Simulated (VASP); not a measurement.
# Mn3Si (I4mm) in VASP: single point with PBEsol

Aim: the single point of Mn3Si with PBEsol.

Everything below comes from runs of VASP 6.6.1. Logs are shortened: lines on timing, memory, paths and dates and some standing lists are left out, and cuts for length are marked.

### Step 1. The cell of the first run

Symmetry: I4mm, No. 107, tetragonal system. The conventional cell has a = 4.046 Å, b = 4.046 Å, c = 5.722 Å, α = 90.00°, β = 90.00°, γ = 90.00°. Mn (site symmetry 4mm) has 8 Mn at 2.48 Å and 6 Si at 2.76 to 2.96 Å within 3.3 Å. Within 3.2 Å of Mn (site symmetry 2mm) lie 4 Si at 2.42 to 2.54 Å and 10 Mn at 2.48 to 2.86 Å. Si (site symmetry 4mm) has 14 Mn at 2.42 to 2.96 Å within 3.2 Å.

### Step 2. Single point, PBEsol, collinear spin, ferrimagnetic start

Contents of INCAR:

```
PREC = Accurate ; ENCUT = 520
EDIFF = 1E-7 ; ISMEAR = 0
SIGMA = 0.05 ; LREAL = F
LASPH = T ; NELM = 150
ALGO = Fast ; ISIF = 2
LWAVE = F ; LCHARG = T
ISPIN = 2 ; MAGMOM = 2.57 -0.83 -0.83 0.04
LORBIT = 11 ; LMAXMIX = 4
GGA = PS ; LELF = T
LVHAR = T ; NBANDS = 34
```

Contents of KPOINTS:

```
regular mesh
0
Gamma
  10 10 10
```

Contents of POSCAR:

```
Mn3Si
1.0
    0.0000000000      2.8610000000      2.8610000000
    2.8610000000      0.0000000000      2.8610000000
    2.8610000000      2.8610000000      0.0000000000
Mn Si
3 1
Direct
    0.5000000000      0.5000000000      0.5000000000
    0.2500000000      0.2500000000      0.2500000000
    0.7500000000      0.7500000000      0.7500000000
   -0.0174764069      0.0174764069      0.0174764069
```

Potentials or basis: VASP PAW PBE potentials, release 64 (Mn_pv, Si).

On the command line:

```
cat potpaw_PBE.64/Mn_pv/POTCAR potpaw_PBE.64/Si/POTCAR > POTCAR
mpirun -np 1 vasp_std > vasp.out
```

OUTCAR:

```text
PREC = Accurate
   ENCUT = 520
   EDIFF = 1E-7
   ISMEAR = 0
   LREAL = F
   LASPH = T
   NELM = 150
   ISIF = 2
   ISPIN = 2
   LORBIT = 11
   GGA = PS

 ion  position               nearest neighbor table
   1  0.500  0.500  0.500-   2 2.48   2 2.48   2 2.48   3 2.48   3 2.48   3 2.48   3 2.48   2 2.48
                             4 2.76   4 2.86   4 2.86   4 2.86   4 2.86   4 2.96
   2  0.250  0.250  0.250-   4 2.42   4 2.42   1 2.48   1 2.48   1 2.48   1 2.48   4 2.54   4 2.54
                             3 2.86   3 2.86   3 2.86   3 2.86   3 2.86   3 2.86
   3  0.750  0.750  0.750-   4 2.42   4 2.42   1 2.48   1 2.48   1 2.48   1 2.48   4 2.54   4 2.54
                             2 2.86   2 2.86   2 2.86   2 2.86   2 2.86   2 2.86
   4  0.983  0.017  0.017-   3 2.42   3 2.42   2 2.42   2 2.42   3 2.54   2 2.54   2 2.54   3 2.54
                             1 2.76   1 2.86   1 2.86   1 2.86   1 2.86   1 2.96

  LATTYP: Found a face centered cubic cell.
 ALAT       =     5.7220000000

  Lattice vectors:

 A1 = (   0.0000000000,   2.8610000000,   2.8610000000)
 A2 = (   2.8610000000,   0.0000000000,   2.8610000000)
 A3 = (   2.8610000000,   2.8610000000,   0.0000000000)

Analysis of symmetry for initial positions (statically):
=====================================================================
 Subroutine PRICEL returns:
 Original cell was already a primitive cell.

 Routine SETGRP: Setting up the symmetry group for a
 face centered cubic supercell.

 Subroutine GETGRP returns: Found  8 space group operations
 (whereof  8 operations were pure point group operations)
 out of a pool of 48 trial point group operations.

The static configuration has the point symmetry C_4v.

Analysis of symmetry for dynamics (positions and initial velocities):
=====================================================================
 Subroutine PRICEL returns:
 Original cell was already a primitive cell.

 Routine SETGRP: Setting up the symmetry group for a
 face centered cubic supercell.

 Subroutine GETGRP returns: Found  8 space group operations
 (whereof  8 operations were pure point group operations)
 out of a pool of 48 trial point group operations.

The dynamic configuration has the point symmetry C_4v.

Analysis of structural, dynamic, and magnetic symmetry:
=====================================================================
 Subroutine PRICEL returns:
 Original cell was already a primitive cell.

 Routine SETGRP: Setting up the symmetry group for a
 face centered cubic supercell.

 Subroutine GETGRP returns: Found  8 space group operations
 (whereof  8 operations were pure point group operations)
 out of a pool of 48 trial point group operations.

The overall configuration has the point symmetry C_4v.

 Subroutine INISYM returns: Found  8 space group operations
 (whereof  8 operations are pure point group operations),
 and found     1 'primitive' translations

----------------------------------------------------------------------------------------

                                     Primitive cell

  volume of cell :      46.8364

  direct lattice vectors                    reciprocal lattice vectors
     0.000000000  2.861000000  2.861000000    -0.174764069  0.174764069  0.174764069
     2.861000000  0.000000000  2.861000000     0.174764069 -0.174764069  0.174764069
     2.861000000  2.861000000  0.000000000     0.174764069  0.174764069 -0.174764069

  length of vectors
     4.046065002  4.046065002  4.046065002     0.302700246  0.302700246  0.302700246

  position of ions in fractional coordinates (direct lattice)
     0.500000000  0.500000000  0.500000000
     0.250000000  0.250000000  0.250000000
     0.750000000  0.750000000  0.750000000
     0.982523593  0.017476407  0.017476407

  ion indices of the primitive-cell ions
   primitive index   ion index
                 1           1
                 2           2
                 3           3
                 4           4

----------------------------------------------------------------------------------------

[... 23 lines left out ...]

 Following reciprocal coordinates:
            Coordinates               Weight
  0.000000  0.000000  0.000000      1.000000
  0.100000  0.000000  0.000000      8.000000
  0.200000  0.000000  0.000000      8.000000
  0.300000  0.000000  0.000000      8.000000
  0.400000  0.000000  0.000000      8.000000
  0.500000  0.000000  0.000000      4.000000
[... 16 lines left out ...]
 -0.100000  0.100000  0.000000      8.000000
  0.000000 -0.100000  0.100000      4.000000
 [... further k-points ...]
   k-points           NKPTS =    102   k-points in BZ     NKDIM =    102   number of bands    NBANDS=     34
   number of dos      NEDOS =    301   number of ions     NIONS =      4
   total plane-waves  NPLWV =  27000
   dimension x,y,z NGX =    30 NGY =   30 NGZ =   30
   dimension x,y,z NGXF=    60 NGYF=   60 NGZF=   60
   ions per type =               3   1
   NGX,Y,Z   is equivalent  to a cutoff of  12.33, 12.33, 12.33 a.u.
   NGXF,Y,Z  is equivalent  to a cutoff of  24.65, 24.65, 24.65 a.u.
 SYSTEM =  unknown system
   PREC   = accura    normal or accurate (medium, high low for compatibility)
   ISTART =      0    job   : 0-new  1-cont  2-samecut
   ICHARG =      2    charge: 1-file 2-atom 10-const
   ISPIN  =      2    spin polarized calculation?
   LNONCOLLINEAR =      F non collinear calculations
   LSORBIT =      F    spin-orbit coupling
   LASPH  =      T    aspherical Exc in radial PAW
   ENCUT  =  520.0 eV  38.22 Ry    6.18 a.u.   7.52  7.52  7.52*2*pi/ulx,y,z
   NELM   =    150;   NELMIN=  2; NELMDL= -5     # of ELM steps
   EDIFF  = 0.1E-06   stopping-criterion for ELM
   LREAL  =      F    real-space projection
   EDIFFG = 0.1E-05   stopping-criterion for IOM
   NSW    =      0    number of steps for IOM
   IBRION =     -1    ionic relax: 0-MD 1-quasi-New 2-CG
   NFREE  =      0    steps in history (QN), initial steepest desc. (CG)
   ISIF   =      2    stress and relaxation
   ISYM   =      2    0-nonsym 1-usesym 2-fastsym
   POTIM  = 0.5000    time-step for ionic-motion
   TEBEG  =    0.0;   TEEND  =   0.0 temperature during run
   PSTRESS=    0.0 pullay stress
   NELECT =      43.0000    total number of electrons
   NUPDOWN=      -1.0000    fix difference up-down
   EMIN   =  10.00;   EMAX   =-10.00  energy-range for DOS
   EFERMI =   0.00;   METHOD = LEGACY
   ISMEAR =     0;   SIGMA  =   0.05  broadening in eV -4-tet -1-fermi 0-gaus
   EFERMI_NEDOS =   21; number of points for ismear=-14 and -15
   IALGO  =     68    algorithm
   IMIX   =      4    mixing-type and parameters
     AMIX     =   0.40;   BMIX     =  1.00
     AMIX_MAG =   1.60;   BMIX_MAG =  1.00
  volume/ion in A,a.u.               =      11.71        79.02
  Fermi-wavevector in a.u.,A,eV,Ry     =   1.591121  3.006782 34.445395  2.531665
  Thomas-Fermi vector in A             =   2.689710
   LORBIT       =     11    0 simple, 1 ext, 2 COOP (PROOUT), +10 PAW based schemes
   GGA     = PS    functional components
   LHFCALC =     F    Hartree Fock is set to
   AEXX    =    0.0000 exact exchange contribution
   IVDW    =     0    specifies the selected vdW correction
   LEPSILON=     F    determine dielectric tensor
   LRPA    =     F    only Hartree local field effects (RPA)
 spin polarized calculation
 RMM-DIIS sequential band-by-band and
 Gauss-broadening in eV      SIGMA  =   0.05
  energy-cutoff  :      520.00
  volume of cell :       46.84
 maximum number of plane-waves:      1295
   NGX = 15   NGY = 15   NGZ = 15

 number of electron      43.0000044 magnetization       1.0051517

 Free energy of the ion-electron system (eV)
  ---------------------------------------------------
  ext. energy  EPLUGINS =         0.00000000
  ---------------------------------------------------
  free energy    TOTEN  =       -36.13002734 eV

  energy without entropy =      -36.12723579  energy(sigma->0) =      -36.12863157

 E-fermi :  10.1662     XC(G=0): -13.2412

 val. band max:       10.1561599378   @ k =  -0.3000   0.2000   0.0000
 cond. band min:      10.1684670266   @ k =   0.3000   0.0000   0.0000
 fundamental gap:      0.0123070888
 Fermi energy:        10.1662471694

 spin component 1

 k-point     1 :       0.0000    0.0000    0.0000
  band No.  band energies     occupation
      1     -38.9865      1.00000
      2     -38.9838      1.00000
      3     -38.9838      1.00000
      4     -37.0719      1.00000
      5     -37.0719      1.00000
      6     -37.0654      1.00000
[... 853 lines left out ...]
     32      16.6857      0.00000
     33      18.4125      0.00000

 [... further k-points ...]

 spin component 2

 k-point     1 :       0.0000    0.0000    0.0000
  band No.  band energies     occupation
      1     -37.9340      1.00000
      2     -37.9337      1.00000
      3     -37.9337      1.00000
      4     -37.8668      1.00000
      5     -37.8657      1.00000
      6     -37.8657      1.00000
[... 853 lines left out ...]
     32      17.0857      0.00000
     33      18.4881      0.00000

 [... further k-points ...]

 [bands above 33 left out]

------------------------ aborting loop because EDIFF is reached ----------------------------------------

  FORCE on cell =-STRESS in cart. coord.  units (eV):
  Direction    XX          YY          ZZ          XY          YZ          ZX
  --------------------------------------------------------------------------------------
  -------------------------------------------------------------------------------------
  Total       -4.4431834     -4.3873725     -4.3873725     -0.0000000     -0.0000000     -0.0000000
  in kB     -151.9921817   -150.0830084   -150.0830084     -0.0000000     -0.0000000     -0.0000000
  external PRESSURE =    -150.7193995 kB  Pullay stress =       0.0000000 kB

 VOLUME and BASIS-vectors are now :
 -----------------------------------------------------------------------------
  energy-cutoff  :      520.00
  volume of cell :       46.84
      direct lattice vectors                 reciprocal lattice vectors
     0.000000000  2.861000000  2.861000000    -0.174764069  0.174764069  0.174764069
     2.861000000  0.000000000  2.861000000     0.174764069 -0.174764069  0.174764069
     2.861000000  2.861000000  0.000000000     0.174764069  0.174764069 -0.174764069

 POSITION                                       TOTAL-FORCE (eV/Angst)
 -----------------------------------------------------------------------------------
      2.86100      2.86100      2.86100         0.139352      0.000000      0.000000
      1.43050      1.43050      1.43050         0.350989      0.000000      0.000000
      4.29150      4.29150      4.29150         0.350989     -0.000000     -0.000000
      0.10000      2.86100      2.86100        -0.841330      0.000000      0.000000
 -----------------------------------------------------------------------------------
    total drift:                               -0.000001     -0.000001     -0.000000

  FREE ENERGIE OF THE ION-ELECTRON SYSTEM (eV)
  ---------------------------------------------------
  free  energy   TOTEN  =       -36.1300273421 eV

  energy  without entropy=      -36.1272357939  energy(sigma->0) =      -36.12863157

 total charge

# of ion       s       p       d       tot
------------------------------------------
    1        0.376   6.351   5.081  11.808
    2        0.337   6.353   5.225  11.915
    3        0.337   6.353   5.225  11.915
    4        0.721   0.891   0.000   1.612
--------------------------------------------------
tot          1.771  19.948  15.531  37.250

 magnetization (x)

# of ion       s       p       d       tot
------------------------------------------
    1        0.026   0.029   2.595   2.650
    2       -0.008  -0.016  -0.840  -0.863
    3       -0.008  -0.016  -0.840  -0.863
    4        0.022   0.024   0.000   0.046
--------------------------------------------------
tot          0.033   0.021   0.916   0.970
```

Wall time 11 min (1 thread of AMD EPYC 9755, shared host); peak memory 0.31 GiB.

Results:

```yaml
Free_energy: -36.1300 eV
Pressure: -15.1 GPa
Largest_force: 0.841 eV/Å
Band_gap_on_the_k_mesh: zero (filled and empty bands overlap)
Net_moment: 1.01 μB per cell
Site_moments: Mn +2.65, -0.86; Si +0.05 μB
Valence_electrons_inside_the_program's_atomic_spheres: Mn 11.81, 11.91; Si 1.61
```

Forces on the atoms (eV/Å):
```
Mn   0.139  0.000  0.000
Mn   0.351  0.000  0.000
Mn   0.351  0.000  0.000
Si  -0.841  0.000  0.000
```

Caveat: the PAW data sets were made with another functional, which shifts forces and pressure a little.
